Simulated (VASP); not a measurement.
# TaS2 (P-3m1) in VASP: notebook

The runs below take TaS2 through electric field gradients, with PBE.

Program: VASP 6.6.1. These are calculated values, not measurements. Logs are shortened: lines on timing, memory, paths and dates and some standing lists are left out, and cuts for length are marked.

## 1. The cell of the first run

Symmetry: P-3m1, No. 164, trigonal system. Conventional cell: a = 3.350 Å, b = 3.350 Å, c = 5.743 Å, α = 90.00°, β = 90.00°, γ = 120.00°. Within 3.2 Å of Ta (site symmetry -3m) lie 6 S at 2.41 Å. Within 3.2 Å of S (site symmetry 3m) lie 3 Ta at 2.41 Å.

## 2. Electric field gradients, PBE (zz strain of -2 %)

Input file INCAR:

```
SYSTEM = TaS2
PREC = Accurate
ENCUT = 400
EDIFF = 1E-8
ISMEAR = -1
SIGMA = 0.03
LREAL = .FALSE.
LASPH = .TRUE.
NELM = 120
ALGO = Normal
ISIF = 2
LWAVE = .FALSE.
LCHARG = .FALSE.
GGA = PE
LEFG = .TRUE.
NBANDS = 18
GGA_COMPAT = .FALSE.
```

Input file KPOINTS:

```
Automatic mesh
0
G
  9 9 5
  0 0 0
```

Input file POSCAR:

```
TaS2
1.0
    3.3500021206      0.0000000000      0.0000000000
   -1.6750010603      2.9011869392      0.0000000000
    0.0000000000      0.0000000000      5.7428000000
Ta S
1 2
Direct
    0.0000000000      0.0000000000      0.0000000000
    0.3333333333      0.6666666667      0.2500000000
    0.6666666667      0.3333333333      0.7500000000
```

Potentials or basis: VASP PAW PBE potentials, release 64 (Ta_pv, S).

Command:

```
$ cat potpaw_PBE.64/Ta_pv/POTCAR potpaw_PBE.64/S/POTCAR > POTCAR
$ mpirun -np 1 vasp_std > vasp.out
```

OUTCAR:

```text
SYSTEM = TaS2
   PREC = Accurate
   ENCUT = 400
   EDIFF = 1E-8
   ISMEAR = -1
   LREAL = .FALSE.
   LASPH = .TRUE.
   NELM = 120
   ISIF = 2
   GGA = PE

 ion  position               nearest neighbor table
   1  0.000  0.000  0.000-   2 2.41   3 2.41   3 2.41   2 2.41   3 2.41   2 2.41
   2  0.333  0.667  0.250-   1 2.41   1 2.41   1 2.41
   3  0.667  0.333  0.750-   1 2.41   1 2.41   1 2.41

  LATTYP: Found a hexagonal cell.
 ALAT       =     3.3500021206
 C/A-ratio  =     1.7142675716

  Lattice vectors:

 A1 = (   3.3500021206,   0.0000000000,   0.0000000000)
 A2 = (  -1.6750010603,   2.9011869392,   0.0000000000)
 A3 = (   0.0000000000,   0.0000000000,   5.7428000000)

Analysis of symmetry for initial positions (statically):
=====================================================================
 Subroutine PRICEL returns:
 Original cell was already a primitive cell.

 Routine SETGRP: Setting up the symmetry group for a
 hexagonal supercell.

 Subroutine GETGRP returns: Found 12 space group operations
 (whereof 12 operations were pure point group operations)
 out of a pool of 24 trial point group operations.

The static configuration has the point symmetry D_3d.

Analysis of symmetry for dynamics (positions and initial velocities):
=====================================================================
 Subroutine PRICEL returns:
 Original cell was already a primitive cell.

 Routine SETGRP: Setting up the symmetry group for a
 hexagonal supercell.

 Subroutine GETGRP returns: Found 12 space group operations
 (whereof 12 operations were pure point group operations)
 out of a pool of 24 trial point group operations.

The dynamic configuration has the point symmetry D_3d.

 Subroutine INISYM returns: Found 12 space group operations
 (whereof 12 operations are pure point group operations),
 and found     1 'primitive' translations

----------------------------------------------------------------------------------------

                                     Primitive cell

  volume of cell :      55.8142

  direct lattice vectors                    reciprocal lattice vectors
     3.350002121  0.000000000  0.000000000     0.298507274  0.172343255  0.000000000
    -1.675001060  2.901186939  0.000000000     0.000000000  0.344686510  0.000000000
     0.000000000  0.000000000  5.742800000     0.000000000  0.000000000  0.174131086

  length of vectors
     3.350002121  3.350002121  5.742800000     0.344686510  0.344686510  0.174131086

  position of ions in fractional coordinates (direct lattice)
     0.000000000  0.000000000  0.000000000
     0.333333333  0.666666667  0.250000000
     0.666666667  0.333333333  0.750000000

  ion indices of the primitive-cell ions
   primitive index   ion index
                 1           1
                 2           2
                 3           3

----------------------------------------------------------------------------------------

 KPOINTS: Automatic mesh

Automatic generation of k-mesh.
 Grid dimensions read from file:
 generate k-points for:    9    9    5

 Generating k-lattice:

  Cartesian coordinates                     Fractional coordinates (reciprocal lattice)
     0.033167475  0.019149251  0.000000000     0.111111111  0.000000000  0.000000000
     0.000000000  0.038298501  0.000000000     0.000000000  0.111111111  0.000000000
     0.000000000  0.000000000  0.034826217     0.000000000  0.000000000  0.200000000

  Length of vectors
     0.038298501  0.038298501  0.034826217

  Shift w.r.t. Gamma in fractional coordinates (k-lattice)
     0.000000000  0.000000000  0.000000000

 Subroutine IBZKPT returns following result:
 ===========================================

 Found     50 irreducible k-points:

 Following reciprocal coordinates:
            Coordinates               Weight
  0.000000  0.000000  0.000000      1.000000
  0.111111  0.000000  0.000000      6.000000
  0.222222  0.000000  0.000000      6.000000
  0.333333 -0.000000  0.000000      6.000000
  0.444444  0.000000  0.000000      6.000000
  0.111111  0.111111  0.000000      6.000000
[... 16 lines left out ...]
  0.222222  0.111111  0.200000     12.000000
 -0.111111  0.333333  0.200000     12.000000
 [... further k-points ...]
   k-points           NKPTS =     50   k-points in BZ     NKDIM =     50   number of bands    NBANDS=     18
   number of dos      NEDOS =    301   number of ions     NIONS =      3
   total plane-waves  NPLWV =  23040
   dimension x,y,z NGX =    24 NGY =   24 NGZ =   40
   dimension x,y,z NGXF=    48 NGYF=   48 NGZF=   80
   ions per type =               1   2
   NGX,Y,Z   is equivalent  to a cutoff of  11.91, 11.91, 11.58 a.u.
   NGXF,Y,Z  is equivalent  to a cutoff of  23.82, 23.82, 23.16 a.u.
 SYSTEM =  TaS2
   PREC   = accura    normal or accurate (medium, high low for compatibility)
   ISTART =      0    job   : 0-new  1-cont  2-samecut
   ICHARG =      2    charge: 1-file 2-atom 10-const
   ISPIN  =      1    spin polarized calculation?
   LNONCOLLINEAR =      F non collinear calculations
   LSORBIT =      F    spin-orbit coupling
   LASPH  =      T    aspherical Exc in radial PAW
   ENCUT  =  400.0 eV  29.40 Ry    5.42 a.u.   5.46  5.46  9.37*2*pi/ulx,y,z
   NELM   =    120;   NELMIN=  2; NELMDL= -5     # of ELM steps
   EDIFF  = 0.1E-07   stopping-criterion for ELM
   LREAL  =      F    real-space projection
   EDIFFG = 0.1E-06   stopping-criterion for IOM
   NSW    =      0    number of steps for IOM
   IBRION =     -1    ionic relax: 0-MD 1-quasi-New 2-CG
   NFREE  =      0    steps in history (QN), initial steepest desc. (CG)
   ISIF   =      2    stress and relaxation
   ISYM   =      2    0-nonsym 1-usesym 2-fastsym
   POTIM  = 0.5000    time-step for ionic-motion
   TEBEG  =    0.0;   TEEND  =   0.0 temperature during run
   PSTRESS=    0.0 pullay stress
   NELECT =      23.0000    total number of electrons
   NUPDOWN=      -1.0000    fix difference up-down
   EMIN   =  10.00;   EMAX   =-10.00  energy-range for DOS
   EFERMI =   0.00;   METHOD = LEGACY
   ISMEAR =    -1;   SIGMA  =   0.03  broadening in eV -4-tet -1-fermi 0-gaus
   EFERMI_NEDOS =   21; number of points for ismear=-14 and -15
   IALGO  =     38    algorithm
   IMIX   =      4    mixing-type and parameters
     AMIX     =   0.40;   BMIX     =  1.00
     AMIX_MAG =   1.60;   BMIX_MAG =  1.00
  volume/ion in A,a.u.               =      18.60       125.55
  Fermi-wavevector in a.u.,A,eV,Ry     =   1.218249  2.302156 20.192812  1.484130
  Thomas-Fermi vector in A             =   2.353542
   LORBIT       =      0    0 simple, 1 ext, 2 COOP (PROOUT), +10 PAW based schemes
   GGA     = PE    functional components
   LHFCALC =     F    Hartree Fock is set to
   AEXX    =    0.0000 exact exchange contribution
   IVDW    =     0    specifies the selected vdW correction
   LEPSILON=     F    determine dielectric tensor
   LRPA    =     F    only Hartree local field effects (RPA)
 non-spin polarized calculation
  energy-cutoff  :      400.00
  volume of cell :       55.81
 maximum number of plane-waves:      1051
 NGX is ok and might be reduce to    24
   NGX = 11   NGY = 11   NGZ = 19

 number of electron      23.0000003 magnetization

 Free energy of the ion-electron system (eV)
  ---------------------------------------------------
  ext. energy  EPLUGINS =         0.00000000
  ---------------------------------------------------
  free energy    TOTEN  =       -22.90978543 eV

  energy without entropy =      -22.90339548  energy(sigma->0) =      -22.90659046

 E-fermi :   5.9043     XC(G=0): -10.6211

 val. band max:        5.8902549634   @ k =   0.3333   0.1111   0.0000
 cond. band min:       5.9068646820   @ k =   0.2222   0.1111   0.0000
 fundamental gap:      0.0166097185
 Fermi energy:         5.9042883354

 k-point     1 :       0.0000    0.0000    0.0000
  band No.  band energies     occupation
      1     -29.3460      2.00000
      2     -29.3237      2.00000
      3     -29.3237      2.00000
      4      -9.3993      2.00000
      5      -7.1653      2.00000
      6      -1.2071      2.00000
[... 10 lines left out ...]
     17      11.0275      0.00000
     18      11.6476      0.00000
[... 466 lines left out ...]
      2     -29.3806      2.00000
      3     -29.3066      2.00000
      4      -8.1802      2.00000
      5      -7.3048      2.00000
      6      -0.1290      2.00000
[... 10 lines left out ...]
     17      12.7495      0.00000
     18      13.3597      0.00000

 [... further k-points ...]

------------------------ aborting loop because EDIFF is reached ----------------------------------------

  FORCE on cell =-STRESS in cart. coord.  units (eV):
  Direction    XX          YY          ZZ          XY          YZ          ZX
  --------------------------------------------------------------------------------------
  -------------------------------------------------------------------------------------
  Total        3.5590156      3.5590156      5.9084074      0.0000000      0.0000000      0.0000000
  in kB      102.1635527    102.1635527    169.6041704      0.0000000      0.0000000      0.0000000
  external PRESSURE =     124.6437586 kB  Pullay stress =       0.0000000 kB

 VOLUME and BASIS-vectors are now :
 -----------------------------------------------------------------------------
  energy-cutoff  :      400.00
  volume of cell :       55.81
      direct lattice vectors                 reciprocal lattice vectors
     3.350002121  0.000000000  0.000000000     0.298507274  0.172343255  0.000000000
    -1.675001060  2.901186939  0.000000000     0.000000000  0.344686510  0.000000000
     0.000000000  0.000000000  5.742800000     0.000000000  0.000000000  0.174131086

 POSITION                                       TOTAL-FORCE (eV/Angst)
 -----------------------------------------------------------------------------------
      0.00000      0.00000      0.00000        -0.000000      0.000000      0.000000
     -0.00000      1.93412      1.43570        -0.000000      0.000000      1.730952
      1.67500      0.96706      4.30710         0.000000     -0.000000     -1.730952
 -----------------------------------------------------------------------------------
    total drift:                               -0.000000      0.000000      0.000000

  FREE ENERGIE OF THE ION-ELECTRON SYSTEM (eV)
  ---------------------------------------------------
  free  energy   TOTEN  =       -22.9097854298 eV

  energy  without entropy=      -22.9033954814  energy(sigma->0) =      -22.90659046

 Electric field gradients (V/A^2)
---------------------------------------------------------------------
 ion       V_xx      V_yy      V_zz      V_xy      V_xz      V_yz
---------------------------------------------------------------------
   1      68.029    68.029  -136.058    -0.000    -0.000     0.000
   2       9.373     9.373   -18.745    -0.000    -0.000     0.000
   3       9.373     9.373   -18.745    -0.000    -0.000     0.000
---------------------------------------------------------------------

 Electric field gradients after diagonalization (V/A^2)
 (convention: |V_zz| > |V_xx| > |V_yy|)
----------------------------------------------------------------------
 ion       V_xx      V_yy      V_zz     asymmetry (V_yy - V_xx)/ V_zz
----------------------------------------------------------------------
   1      68.029    68.029  -136.058       0.000
   2       9.373     9.372   -18.745       0.000
   3       9.373     9.372   -18.745       0.000
----------------------------------------------------------------------

           NMR quadrupolar parameters

 Cq : quadrupolar parameter    Cq=e*Q*V_zz/h
 eta: asymmetry parameters     (V_yy - V_xx)/ V_zz
 Q  : nuclear electric quadrupole moment in mb (millibarn)
----------------------------------------------------------------------
 ion       Cq(MHz)       eta       Q (mb)
----------------------------------------------------------------------
   1      -0.329       0.000       1.000
   2      -0.045       0.000       1.000
   3      -0.045       0.000       1.000
----------------------------------------------------------------------
```

It took 22 s on 1 thread of AMD EPYC 9R45 (Zen 5), shared host; peak memory 0.15 GiB.

What came out:

* Free energy: -22.9098 eV
* Pressure: 12.5 GPa
* Largest force: 1.731 eV/Å
* Band gap on the k mesh: zero (an odd number of electrons rules out a gap without spin polarisation)
* Largest electric field gradient by atom: Ta -136.1; S -18.7 V/Å²

Forces on the atoms (eV/Å):
```
Ta   0.000  0.000  0.000
S    0.000  0.000  1.731
S    0.000  0.000 -1.731
```

Electric field gradients, principal values (V/Å²):
```tsv
atom	least	middle	greatest (by size)
1 Ta	68.029	68.029	-136.058
2 S	9.372	9.373	-18.745
3 S	9.372	9.373	-18.745
```

Caveat: the cell differs from its parent crystal (zz strain of -2 %); the stress differs along the axes, from 10 to 17 GPa; without QUAD_EFG the Cq values of the log hold for a quadrupole moment of 1 mb, not for the nuclei; spin-orbit coupling is left out, which moves the levels of the heavy elements; this functional lacks dispersion, which binds layers or chains, so the pressure and a relaxed spacing across them are unreliable; forces of over 1 eV/Å act on the atoms, so gaps and moduli don't describe the material at rest.

(Continued in part 2 of 3.)

The gap in the log of VASP goes by the Fermi energy; the results here count the filled bands.